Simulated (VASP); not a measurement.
# Hg (I4/mmm) in VASP: further runs

Hg is run at these levels: PBE; tasks: single point.

All numbers are computed with VASP 6.6.1; they aren't measurements. Logs are shortened: lines on timing, memory, paths and dates and some standing lists are left out, and cuts for length are marked.

## (1) The cell of the first run

It takes space group I4/mmm (No. 139, tetragonal). The conventional cell has a = 3.753 Å, b = 3.753 Å, c = 3.834 Å, α = 90.00°, β = 90.00°, γ = 90.00°. Hg (site symmetry 4/mmm) has 14 Hg at 3.27 to 3.83 Å within 4.3 Å.

## (2) Single point, PBE

The input, INCAR:

```
SYSTEM = Hg
ALGO = Normal
EDIFF = 1E-7
ENCUT = 520
GGA = PE
ISIF = 2
ISMEAR = 0
LASPH = .TRUE.
LCHARG = .TRUE.
LELF = .TRUE.
LREAL = .FALSE.
LVHAR = .TRUE.
LWAVE = .FALSE.
NBANDS = 12
NELM = 60
PREC = Accurate
SIGMA = 0.05
```

The input, KPOINTS:

```
k-points
0
G
  12 12 12
  0 0 0
```

The input, POSCAR:

```
Hg
1.0
   -1.8767364354      1.8767364354      1.9168448550
    1.8767364354     -1.8767364354      1.9168448550
    1.8767364354      1.8767364354     -1.9168448550
Hg
1
Direct
    0.5000000000      0.5000000000      0.0000000000
```

Potentials or basis: VASP PAW PBE potentials, release 64 (Hg).

The run is started by

```console
cat potpaw_PBE.64/Hg/POTCAR > POTCAR
mpirun -np 1 vasp_std > vasp.out
```

OUTCAR:

```text
SYSTEM = Hg
   EDIFF = 1E-7
   ENCUT = 520
   GGA = PE
   ISIF = 2
   ISMEAR = 0
   LASPH = .TRUE.
   LREAL = .FALSE.
   NELM = 60
   PREC = Accurate

 ion  position               nearest neighbor table
   1  0.500  0.500  0.000-

  LATTYP: Found a body centered tetragonal cell.
 ALAT       =     3.7534728708
 C/A-ratio  =     1.0213713651

  Lattice vectors:

 A1 = (  -1.8767364354,   1.8767364354,   1.9168448550)
 A2 = (   1.8767364354,  -1.8767364354,   1.9168448550)
 A3 = (   1.8767364354,   1.8767364354,  -1.9168448550)

Analysis of symmetry for initial positions (statically):
=====================================================================
 Subroutine PRICEL returns:
 Original cell was already a primitive cell.

 Routine SETGRP: Setting up the symmetry group for a
 body centered tetragonal supercell.

 Subroutine GETGRP returns: Found 16 space group operations
 (whereof 16 operations were pure point group operations)
 out of a pool of 16 trial point group operations.

The static configuration has the point symmetry D_4h.

Analysis of symmetry for dynamics (positions and initial velocities):
=====================================================================
 Subroutine PRICEL returns:
 Original cell was already a primitive cell.

 Routine SETGRP: Setting up the symmetry group for a
 body centered tetragonal supercell.

 Subroutine GETGRP returns: Found 16 space group operations
 (whereof 16 operations were pure point group operations)
 out of a pool of 16 trial point group operations.

The dynamic configuration has the point symmetry D_4h.

 Subroutine INISYM returns: Found 16 space group operations
 (whereof 16 operations are pure point group operations),
 and found     1 'primitive' translations

----------------------------------------------------------------------------------------

                                     Primitive cell

  volume of cell :      27.0056

  direct lattice vectors                    reciprocal lattice vectors
    -1.876736435  1.876736435  1.916844855     0.000000000  0.266419935  0.260845315
     1.876736435 -1.876736435  1.916844855     0.266419935  0.000000000  0.260845315
     1.876736435  1.876736435 -1.916844855     0.266419935  0.266419935  0.000000000

  length of vectors
     3.273923257  3.273923257  3.273923257     0.372853672  0.372853672  0.376774686

  position of ions in fractional coordinates (direct lattice)
     0.500000000  0.500000000  0.000000000

  ion indices of the primitive-cell ions
   primitive index   ion index
                 1           1

----------------------------------------------------------------------------------------

 KPOINTS: k-points

Automatic generation of k-mesh.
 Grid dimensions read from file:
 generate k-points for:   12   12   12

 Generating k-lattice:

  Cartesian coordinates                     Fractional coordinates (reciprocal lattice)
     0.000000000  0.022201661  0.021737110     0.083333333  0.000000000  0.000000000
     0.022201661  0.000000000  0.021737110     0.000000000  0.083333333  0.000000000
     0.022201661  0.022201661  0.000000000     0.000000000  0.000000000  0.083333333

  Length of vectors
     0.031071139  0.031071139  0.031397891

  Shift w.r.t. Gamma in fractional coordinates (k-lattice)
     0.000000000  0.000000000  0.000000000

 Subroutine IBZKPT returns following result:
 ===========================================

 Found    163 irreducible k-points:

 Following reciprocal coordinates:
            Coordinates               Weight
  0.000000  0.000000  0.000000      1.000000
  0.083333  0.000000 -0.000000      8.000000
  0.166667  0.000000 -0.000000      8.000000
  0.250000 -0.000000  0.000000      8.000000
  0.333333  0.000000 -0.000000      8.000000
  0.416667  0.000000  0.000000      8.000000
[... 16 lines left out ...]
  0.500000  0.166667  0.000000     16.000000
 -0.416667  0.166667 -0.000000     16.000000
 [... further k-points ...]
   k-points           NKPTS =    163   k-points in BZ     NKDIM =    163   number of bands    NBANDS=     12
   number of dos      NEDOS =    301   number of ions     NIONS =      1
   total plane-waves  NPLWV =  13824
   dimension x,y,z NGX =    24 NGY =   24 NGZ =   24
   dimension x,y,z NGXF=    48 NGYF=   48 NGZF=   48
   ions per type =               1
   NGX,Y,Z   is equivalent  to a cutoff of  12.19, 12.19, 12.19 a.u.
   NGXF,Y,Z  is equivalent  to a cutoff of  24.37, 24.37, 24.37 a.u.
 SYSTEM =  Hg
   PREC   = accura    normal or accurate (medium, high low for compatibility)
   ISTART =      0    job   : 0-new  1-cont  2-samecut
   ICHARG =      2    charge: 1-file 2-atom 10-const
   ISPIN  =      1    spin polarized calculation?
   LNONCOLLINEAR =      F non collinear calculations
   LSORBIT =      F    spin-orbit coupling
   LASPH  =      T    aspherical Exc in radial PAW
   ENCUT  =  520.0 eV  38.22 Ry    6.18 a.u.   6.09  6.09  6.09*2*pi/ulx,y,z
   NELM   =     60;   NELMIN=  2; NELMDL= -5     # of ELM steps
   EDIFF  = 0.1E-06   stopping-criterion for ELM
   LREAL  =      F    real-space projection
   EDIFFG = 0.1E-05   stopping-criterion for IOM
   NSW    =      0    number of steps for IOM
   IBRION =     -1    ionic relax: 0-MD 1-quasi-New 2-CG
   NFREE  =      0    steps in history (QN), initial steepest desc. (CG)
   ISIF   =      2    stress and relaxation
   ISYM   =      2    0-nonsym 1-usesym 2-fastsym
   POTIM  = 0.5000    time-step for ionic-motion
   TEBEG  =    0.0;   TEEND  =   0.0 temperature during run
   PSTRESS=    0.0 pullay stress
   NELECT =      12.0000    total number of electrons
   NUPDOWN=      -1.0000    fix difference up-down
   EMIN   =  10.00;   EMAX   =-10.00  energy-range for DOS
   EFERMI =   0.00;   METHOD = LEGACY
   ISMEAR =     0;   SIGMA  =   0.05  broadening in eV -4-tet -1-fermi 0-gaus
   EFERMI_NEDOS =   21; number of points for ismear=-14 and -15
   IALGO  =     38    algorithm
   IMIX   =      4    mixing-type and parameters
     AMIX     =   0.40;   BMIX     =  1.00
     AMIX_MAG =   1.60;   BMIX_MAG =  1.00
  volume/ion in A,a.u.               =      27.01       182.24
  Fermi-wavevector in a.u.,A,eV,Ry     =   1.249254  2.360748 21.233735  1.560635
  Thomas-Fermi vector in A             =   2.383303
   LORBIT       =      0    0 simple, 1 ext, 2 COOP (PROOUT), +10 PAW based schemes
   GGA     = PE    functional components
   LHFCALC =     F    Hartree Fock is set to
   AEXX    =    0.0000 exact exchange contribution
   IVDW    =     0    specifies the selected vdW correction
   LEPSILON=     F    determine dielectric tensor
   LRPA    =     F    only Hartree local field effects (RPA)
 non-spin polarized calculation
 Gauss-broadening in eV      SIGMA  =   0.05
  energy-cutoff  :      520.00
  volume of cell :       27.01
 maximum number of plane-waves:       739
   NGX = 13   NGY = 13   NGZ = 13

 number of electron      11.9999998 magnetization

 Free energy of the ion-electron system (eV)
  ---------------------------------------------------
  ext. energy  EPLUGINS =         0.00000000
  ---------------------------------------------------
  free energy    TOTEN  =        -0.16892356 eV

  energy without entropy =       -0.16833396  energy(sigma->0) =       -0.16862876

 E-fermi :   1.7934     XC(G=0): -10.1280

 val. band max:        1.7421696765   @ k =   0.4167   0.1667   0.0000
 cond. band min:       1.8001152449   @ k =  -0.3333   0.5000   0.3333
 fundamental gap:      0.0579455684
 Fermi energy:         1.7934421228

 k-point     1 :       0.0000    0.0000    0.0000
  band No.  band energies     occupation
      1      -6.2526      2.00000
      2      -4.9679      2.00000
      3      -4.9679      2.00000
      4      -4.9222      2.00000
      5      -4.2913      2.00000
      6      -4.2433      2.00000
      7      16.1302      0.00000
      8      16.2419      0.00000
      9      16.2419      0.00000
     10      16.3154      0.00000
     11      16.7155      0.00000
     12      16.7155      0.00000

 k-point     2 :       0.0833    0.0000   -0.0000
  band No.  band energies     occupation
      1      -6.0881      2.00000
      2      -4.9729      2.00000
      3      -4.9536      2.00000
      4      -4.8716      2.00000
      5      -4.3104      2.00000
      6      -4.2492      2.00000
      7      14.3120      0.00000
      8      15.6120      0.00000
      9      15.6675      0.00000
     10      16.3074      0.00000
     11      16.5486      0.00000
     12      16.5968      0.00000

 k-point     3 :       0.1667    0.0000   -0.0000
  band No.  band energies     occupation
      1      -5.6689      2.00000
      2      -5.0317      2.00000
      3      -4.8515      2.00000
      4      -4.6812      2.00000
      5      -4.3548      2.00000
      6      -4.2540      2.00000
      7      11.2621      0.00000
      8      14.3299      0.00000
      9      14.3852      0.00000
     10      15.9166      0.00000
     11      16.4890      0.00000
     12      17.1248      0.00000
[... 286 lines left out ...]
 k-point    23 :       0.5000    0.1667    0.0000
  band No.  band energies     occupation
      1      -5.3639      2.00000
      2      -5.1277      2.00000
      3      -4.4194      2.00000
      4      -4.3282      2.00000
      5      -4.0564      2.00000
      6      -0.8970      2.00000
      7       3.2435      0.00000
      8       7.9066      0.00000
      9      11.2836      0.00000
     10      16.6463      0.00000
     11      18.5627      0.00000
     12      19.6484      0.00000

 k-point    24 :      -0.4167    0.1667   -0.0000
  band No.  band energies     occupation
      1      -5.3102      2.00000
      2      -5.0604      2.00000
      3      -4.5219      2.00000
      4      -4.3881      2.00000
      5      -4.1712      2.00000
      6      -2.3770      2.00000
      7       5.5295      0.00000
      8       8.6631      0.00000
      9      11.7275      0.00000
     10      16.7382      0.00000
     11      17.6886      0.00000
     12      19.6903      0.00000

 [... further k-points ...]
[... 5 lines left out ...]
  --------------------------------------------------------------------------------------
  -------------------------------------------------------------------------------------
  Total        0.1891924      0.1891924      0.1714460      0.0000000      0.0000000      0.0000000
  in kB       11.2243411     11.2243411     10.1714883      0.0000000      0.0000000      0.0000000
  external PRESSURE =      10.8733902 kB  Pullay stress =       0.0000000 kB

 VOLUME and BASIS-vectors are now :
 -----------------------------------------------------------------------------
  energy-cutoff  :      520.00
  volume of cell :       27.01
      direct lattice vectors                 reciprocal lattice vectors
    -1.876736435  1.876736435  1.916844855     0.000000000  0.266419935  0.260845315
     1.876736435 -1.876736435  1.916844855     0.266419935  0.000000000  0.260845315
     1.876736435  1.876736435 -1.916844855     0.266419935  0.266419935  0.000000000

 POSITION                                       TOTAL-FORCE (eV/Angst)
 -----------------------------------------------------------------------------------
      0.00000      0.00000      1.91684        -0.000000     -0.000000      0.000000
 -----------------------------------------------------------------------------------
    total drift:                               -0.000000      0.000000      0.000000

  FREE ENERGIE OF THE ION-ELECTRON SYSTEM (eV)
  ---------------------------------------------------
  free  energy   TOTEN  =        -0.1689235574 eV

  energy  without entropy=       -0.1683339584  energy(sigma->0) =       -0.16862876
```

Wall time 11 s (1 thread of Intel Xeon 6975P-C (Granite Rapids), shared host); peak memory 0.17 GiB.

What came out:

| Quantity | Value |
| --- | --- |
| Free energy | -0.1689 eV |
| Pressure | 1.1 GPa |
| Band gap on the k mesh | zero (band 6 reaches 4.02 eV, above the bottom of band 7 at 0.89 eV) |

Levels at points of the mesh, in eV from the Fermi level:
```tsv
k point	band 3	band 4	band 5	band 6	band 7	band 8	band 9	band 10
(0.00, 0.00, 0.00)	-6.76	-6.72	-6.08	-6.04	14.34	14.45	14.45	14.52
(0.50, 0.00, 0.00)	-6.14	-6.03	-5.57	-1.62	-0.90	8.82	9.80	13.54
(0.50, 0.50, 0.00)	-6.08	-6.01	-5.56	-1.49	-0.83	8.50	9.43	13.13
(0.50, 0.50, 0.50)	-5.69	-5.68	-5.68	2.22	3.47	3.91	3.91	9.28
```

Caveat: spin-orbit coupling is left out, which moves the levels of the heavy elements.

## (3) Single point, PBE

The input, INCAR:

```
PREC = Accurate
ENCUT = 520
EDIFF = 1E-6
ISMEAR = 0
SIGMA = 0.05
LREAL = False
LASPH = True
NELM = 100
ALGO = Fast
ISIF = 2
LWAVE = False
LCHARG = False
GGA = PE
NBANDS = 12
```

The input, KPOINTS:

```
Automatic mesh
0
Gamma
  12 12 12
```

POSCAR is that of step 2.

Potentials or basis: VASP PAW PBE potentials, release 64 (Hg).

The run is started by

```console
cat potpaw_PBE.64/Hg/POTCAR > POTCAR
mpirun -np 1 vasp_std > vasp.out
```

It took 10 s on 1 thread of Intel Xeon 6975P-C (Granite Rapids), shared host; peak memory 0.17 GiB.

The run converged. Its results:

```
Free energy            : -0.1689 eV
Pressure               : 1.1 GPa
Band gap on the k mesh : zero (band 6 reaches 4.02 eV, above the bottom of band 7 at 0.89 eV)
```

Stress tensor (GPa, compression positive):
```
1.16 0.00 0.00
0.00 1.16 0.00
0.00 0.00 1.05
```

Levels at points of the mesh, in eV from the Fermi level:
```tsv
k point	band 3	band 4	band 5	band 6	band 7	band 8	band 9	band 10
(0.00, 0.00, 0.00)	-6.76	-6.72	-6.09	-6.04	14.34	14.45	14.45	14.52
(0.50, 0.00, 0.00)	-6.14	-6.03	-5.57	-1.62	-0.90	8.82	9.80	13.54
(0.50, 0.50, 0.00)	-6.08	-6.01	-5.56	-1.49	-0.83	8.50	9.43	13.13
(0.50, 0.50, 0.50)	-5.69	-5.68	-5.68	2.22	3.47	3.91	3.91	9.28
```

Caveat: spin-orbit coupling is left out, which moves the levels of the heavy elements.

## (4) Single point, PBE

This run uses another cell than the first one, of 28.63 Å³/atom, 1.060 times its volume.

The input, INCAR:

```
PREC = Accurate ; ENCUT = 520
EDIFF = 1E-6 ; ISMEAR = 0
SIGMA = 0.05 ; LREAL = F
LASPH = T ; NELM = 100
ALGO = Normal ; ISIF = 2
LWAVE = F ; LCHARG = T
GGA = PE ; LELF = T
LVHAR = T ; NBANDS = 12
```

KPOINTS is that of step 3.

The input, POSCAR:

```
Hg
1.0
   -1.9135445338      1.9135445338      1.9544395928
    1.9135445338     -1.9135445338      1.9544395928
    1.9135445338      1.9135445338     -1.9544395928
Hg
1
Direct
    0.5000000000      0.5000000000      0.0000000000
```

The run is started by

```console
cat potpaw_PBE.64/Hg/POTCAR > POTCAR
mpirun -np 1 vasp_std > vasp.out
```

Wall time 20 s (1 thread of Intel Xeon 6975P-C (Granite Rapids), shared host); peak memory 0.19 GiB.

The run converged. Its results:

```
Free energy            : -0.1769 eV
Pressure               : 0.4 GPa
Band gap on the k mesh : zero (band 6 reaches 3.26 eV, above the bottom of band 7 at 0.72 eV)
```

Stress tensor (GPa, compression positive):
```
0.31 0.00 0.00
0.00 0.31 0.00
0.00 0.00 0.63
```

Levels at points of the mesh, in eV from the Fermi level:
```tsv
k point	band 2	band 3	band 4	band 5	band 6	band 7	band 8	band 9	band 10	band 11
(0.00, 0.00, 0.00)	-6.66	-6.66	-6.62	-6.06	-6.02	13.59	13.75	13.75	14.27	14.59
(0.50, 0.00, 0.00)	-6.93	-6.10	-6.01	-5.60	-1.78	-0.74	8.45	9.53	12.94	13.94
(0.50, 0.50, 0.00)	-6.98	-6.05	-6.00	-5.59	-1.66	-0.67	8.15	9.17	12.55	13.65
(0.50, 0.50, 0.50)	-7.09	-5.71	-5.70	-5.70	1.79	3.40	3.82	3.82	8.95	9.20
```

Caveat: spin-orbit coupling is left out, which moves the levels of the heavy elements.
